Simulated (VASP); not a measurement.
# HgTe (F-43m) in VASP: further runs, part 2 of 2

VASP 6.6.1. Earlier steps stand in the parts before.

## (3) Relaxation of cell and atoms, r2SCAN, target pressure 2 GPa, at which the enthalpy is minimised

This run uses another cell than the first one, of 34.82 Å³/atom, 1.088 times its volume.

File POSCAR:

```
HgTe
1.0
    0.0000000000      3.2654002613      3.2654002613
    3.2654002613      0.0000000000      3.2654002613
    3.2654002613      3.2654002613      0.0000000000
Hg Te
1 1
Direct
    0.0000000000      0.0000000000      0.0000000000
    0.2500000000      0.2500000000      0.2500000000
```

File INCAR.step1:

```
  ALGO = Normal
  EDIFF = 1E-4
  ENCUT = 600
  GGA = PE
  ISMEAR = 0
  LASPH = True
  LCHARG = False
  LREAL = False
  LWAVE = True
  NELM = 80
  PREC = Accurate
  SIGMA = 0.1
```

File INCAR.step2:

```
  ALGO = Normal
  EDIFF = 1E-6
  EDIFFG = -0.008
  ENCUT = 600
  IBRION = 2
  ISIF = 3
  ISMEAR = 0
  ISTART = 1
  LASPH = True
  LCHARG = False
  LMIXTAU = True
  LREAL = False
  LWAVE = False
  METAGGA = R2SCAN
  NELM = 80
  NSW = 70
  PREC = Accurate
  PSTRESS = 20.0
  SIGMA = 0.1
```

File KPOINTS:

```
k-points
0
Gamma
  12 12 12
```

Potentials or basis: VASP PAW PBE potentials, release 64 (Hg, Te).

On the command line:

```
$ cat potpaw_PBE.64/Hg/POTCAR potpaw_PBE.64/Te/POTCAR > POTCAR
$ cp INCAR.step1 INCAR
$ mpirun -np 1 vasp_std > vasp.out
$ cp INCAR.step2 INCAR
$ mpirun -np 1 vasp_std > vasp.out
```

Wall time 24 min (1 thread of AMD EPYC 7R43 (Zen 3), shared host); peak memory 0.28 GiB.

The run converged. Its results:

```yaml
Free_energy: -75.1462 eV
Relaxed_volume: 34.01 Å³/atom
Relaxed_cell: a = 4.582 Å, b = 4.582 Å, c = 4.582 Å, α = 60.00°, β = 60.00°, γ = 60.00°
Space_group_after_relaxing_to_0.05_Å: F-43m (No. 216)
Energy_change_on_relaxing_the_enthalpy_is_what_falls: +7.2 meV/atom
Ionic_steps: 3
Pressure_after_relaxing: 2.0 GPa
Band_gap_on_the_k_mesh: zero (filled and empty bands touch)
```

The path:
| step | energy change (eV) | largest force (eV/Å) | pressure (GPa) | volume (Å³) |
| --- | --- | --- | --- | --- |
| 1 | 0.0000 | 0.0000 | 0.90 | 69.64 |
| 2 | 0.0255 | 0.0000 | 2.60 | 67.25 |
| 3 | 0.0145 | 0.0000 | 2.00 | 68.02 |

Final structure:
```
CELL_PARAMETERS angstrom
0.00000 3.23996 3.23996
3.23996 0.00000 3.23996
3.23996 3.23996 0.00000
ATOMIC_POSITIONS crystal
Hg 0.00000 0.00000 0.00000
Te 0.25000 0.25000 0.25000
```

Levels at points of the mesh, in eV from the Fermi level:
```csv
k point,band 6,band 7,band 8,band 9,band 10,band 11,band 12,band 13
"(0.00, 0.00, 0.00)",-7.10,-0.49,-0.06,-0.06,-0.06,4.52,4.52,4.52
"(0.50, 0.00, 0.00)",-6.78,-5.66,-1.07,-1.07,0.89,5.32,5.32,7.10
"(0.50, 0.50, 0.00)",-6.62,-5.61,-2.39,-2.39,2.03,2.69,8.62,9.35
```

Caveat: the cell is relaxed towards a set pressure, so the enthalpy falls and the energy may rise; the PAW data sets were made with another functional, which shifts forces and pressure a little; spin-orbit coupling is left out, which moves the levels of the heavy elements.

## (4) Single point, r2SCAN

This run uses another cell than the first one, of 24.25 Å³/atom, 0.758 times its volume.

File POSCAR:

```
HgTe
1.0
    0.0000000000      2.8945178932      2.8945178932
    2.8945178932      0.0000000000      2.8945178932
    2.8945178932      2.8945178932      0.0000000000
Hg Te
1 1
Direct
    0.0000000000      0.0000000000      0.0000000000
    0.2500000000      0.2500000000      0.2500000000
```

File INCAR.step1:

```
PREC = Accurate ; ENCUT = 520
ISMEAR = 0 ; SIGMA = 0.1
LREAL = F ; LASPH = T
NELM = 80 ; NBANDS = 16
GGA = PE ; ALGO = Normal
EDIFF = 1E-4 ; LWAVE = T
LCHARG = F
```

File INCAR.step2:

```
PREC = Accurate ; ENCUT = 520
EDIFF = 1E-6 ; ISMEAR = 0
SIGMA = 0.1 ; LREAL = F
LASPH = T ; NELM = 80
ALGO = Normal ; ISIF = 2
LWAVE = F ; LCHARG = F
METAGGA = R2SCAN ; LMIXTAU = T
NBANDS = 16 ; ISTART = 1
```

File KPOINTS:

```
Automatic mesh
0
Gamma
  12 12 12
```

On the command line:

```
$ cat potpaw_PBE.64/Hg/POTCAR potpaw_PBE.64/Te/POTCAR > POTCAR
$ cp INCAR.step1 INCAR
$ mpirun -np 1 vasp_std > vasp.out
$ cp INCAR.step2 INCAR
$ mpirun -np 1 vasp_std > vasp.out
```

Wall time 1.7 min (1 thread of Intel Xeon 6975P-C (Granite Rapids), shared host); peak memory 0.21 GiB.

The run converged. Its results:

- Free energy: -73.2166 eV
- Pressure: 40.4 GPa
- Band gap on the k mesh: 0.56 eV, direct

Levels at points of the mesh, in eV from the valence-band top:
```tsv
k point	band 5	band 6	band 7	band 8	band 9	band 10	band 11	band 12	band 13	band 14
(0.00, 0.00, 0.00)	-9.32	-9.32	0.00	0.00	0.00	0.56	3.59	3.59	3.59	6.53
(0.50, 0.00, 0.00)	-9.27	-8.83	-8.46	-1.95	-1.95	0.94	4.77	4.77	6.42	9.67
(0.50, 0.50, 0.00)	-9.19	-8.37	-7.86	-4.28	-4.28	1.51	1.72	10.41	10.64	10.73
```

Caveat: the PAW data sets were made with another functional, which shifts forces and pressure a little; spin-orbit coupling is left out, which moves the levels of the heavy elements. r2SCAN opens gaps a little over a GGA but as a rule still falls short of measured ones.

## (5) Single point, r2SCAN

This run uses another cell than the first one, of 27.40 Å³/atom, 0.856 times its volume.

File POSCAR:

```
HgTe
1.0
    0.0000000000      3.0147116323      3.0147116323
    3.0147116323      0.0000000000      3.0147116323
    3.0147116323      3.0147116323      0.0000000000
Hg Te
1 1
Direct
    0.0000000000      0.0000000000      0.0000000000
    0.2500000000      0.2500000000      0.2500000000
```

File INCAR.step1:

```
SYSTEM = HgTe
ALGO = Normal
EDIFF = 1E-4
ENCUT = 520
GGA = PE
ISMEAR = 0
LASPH = .TRUE.
LCHARG = .FALSE.
LREAL = .FALSE.
LWAVE = .TRUE.
NBANDS = 16
NELM = 60
PREC = Accurate
SIGMA = 0.1
```

File INCAR.step2:

```
SYSTEM = HgTe
ALGO = Normal
EDIFF = 1E-6
ENCUT = 520
ISIF = 2
ISMEAR = 0
ISTART = 1
LASPH = .TRUE.
LCHARG = .TRUE.
LELF = .TRUE.
LMIXTAU = .TRUE.
LREAL = .FALSE.
LVHAR = .TRUE.
LWAVE = .FALSE.
METAGGA = R2SCAN
NBANDS = 16
NELM = 60
PREC = Accurate
SIGMA = 0.1
```

File KPOINTS:

```
k-points
0
G
  12 12 12
  0 0 0
```

On the command line:

```
$ cat potpaw_PBE.64/Hg/POTCAR potpaw_PBE.64/Te/POTCAR > POTCAR
$ cp INCAR.step1 INCAR
$ mpirun -np 1 vasp_std > vasp.out
$ cp INCAR.step2 INCAR
$ mpirun -np 1 vasp_std > vasp.out
```

Run time: 82 s. Hardware: 1 thread of Intel Xeon 6975P-C (Granite Rapids), shared host; peak memory 0.22 GiB.

The run converged. Its results:

```
Free energy            : -74.3700 eV
Pressure               : 20.2 GPa
Band gap on the k mesh : 0.19 eV, direct
```

Levels at points of the mesh, in eV from the valence-band top:
```tsv
k point	band 6	band 7	band 8	band 9	band 10	band 11	band 12	band 13
(0.00, 0.00, 0.00)	-8.32	0.00	0.00	0.00	0.19	4.02	4.02	4.02
(0.50, 0.00, 0.00)	-7.86	-7.32	-1.55	-1.55	0.96	5.04	5.04	6.83
(0.50, 0.50, 0.00)	-7.56	-6.93	-3.47	-3.47	1.83	2.12	9.72	10.29
```

Caveat: the PAW data sets were made with another functional, which shifts forces and pressure a little; spin-orbit coupling is left out, which moves the levels of the heavy elements.

## (6) Single point, r2SCAN

This run uses another cell than the first one, of 30.12 Å³/atom, 0.941 times its volume.

File POSCAR:

```
HgTe
1.0
    0.0000000000      3.1113685025      3.1113685025
    3.1113685025      0.0000000000      3.1113685025
    3.1113685025      3.1113685025      0.0000000000
Hg Te
1 1
Direct
    0.0000000000      0.0000000000      0.0000000000
    0.2500000000      0.2500000000      0.2500000000
```

File INCAR.step1:

```
ALGO = Normal
EDIFF = 1E-4
ENCUT = 520
GGA = PE
ISMEAR = 0
LASPH = T
LCHARG = F
LREAL = F
LWAVE = T
NBANDS = 16
NELM = 60
PREC = Accurate
SIGMA = 0.1
```

File INCAR.step2:

```
ALGO = Normal
EDIFF = 1E-7
ENCUT = 520
ISIF = 2
ISMEAR = 0
ISTART = 1
LASPH = T
LCHARG = F
LMIXTAU = T
LREAL = F
LWAVE = F
METAGGA = R2SCAN
NBANDS = 16
NELM = 60
PREC = Accurate
SIGMA = 0.1
```

File KPOINTS:

```
k-points
0
Gamma
  12 12 12
```

Potentials or basis: VASP PAW PBE potentials, release 64 (Hg, Te).

On the command line:

```
$ cat potpaw_PBE.64/Hg/POTCAR potpaw_PBE.64/Te/POTCAR > POTCAR
$ cp INCAR.step1 INCAR
$ mpirun -np 1 vasp_std > vasp.out
$ cp INCAR.step2 INCAR
$ mpirun -np 1 vasp_std > vasp.out
```

Wall time 1.8 min (1 thread of Intel Xeon 6975P-C (Granite Rapids), shared host); peak memory 0.26 GiB.

Results (log left out):

| Quantity | Value |
| --- | --- |
| Free energy | -74.8724 eV |
| Pressure | 10.1 GPa |
| Band gap on the k mesh | zero (filled and empty bands touch) |

Levels at points of the mesh, in eV from the Fermi level:
```tsv
k point	band 7	band 8	band 9	band 10	band 11	band 12
(0.00, 0.00, 0.00)	-0.14	-0.05	-0.05	-0.05	4.25	4.25
(0.50, 0.00, 0.00)	-6.56	-1.34	-1.34	0.92	5.16	5.16
(0.50, 0.50, 0.00)	-6.34	-2.97	-2.97	1.94	2.37	9.19
```

Caveat: the PAW data sets were made with another functional, which shifts forces and pressure a little; spin-orbit coupling is left out, which moves the levels of the heavy elements.

## (7) The runs side by side

```tsv
task	cell	cutoff (eV)	gap on the mesh (eV)	pressure (GPa)
relaxation of cell and atoms	relaxed to 5 GPa from a = 4.490 Å, angles 60.0°, 2 atoms	600	none	5.0
relaxation of cell and atoms	relaxed to 2 GPa from a = 4.618 Å, angles 60.0°, 2 atoms	600	none	2.0
single point	a = 4.093 Å, angles 60.0°, 2 atoms	520	0.56	40.4
single point	a = 4.263 Å, angles 60.0°, 2 atoms	520	0.19	20.2
single point	a = 4.400 Å, angles 60.0°, 2 atoms	520	none	10.1
```

Alike in all rows: level r2SCAN; potentials or basis VASP PAW PBE potentials, release 64 (Hg, Te); no spin polarisation; k mesh 12 × 12 × 12; smearing gaussian 0.1 eV.

Caveats: the PAW data sets were made with another functional, which shifts forces and pressure a little; spin-orbit coupling is left out, which moves the levels of the heavy elements; the cell is relaxed towards a set pressure, so the enthalpy falls and the energy may rise (some runs).

Total energies depend on the potentials used, so only differences within one code and one set of settings carry meaning.
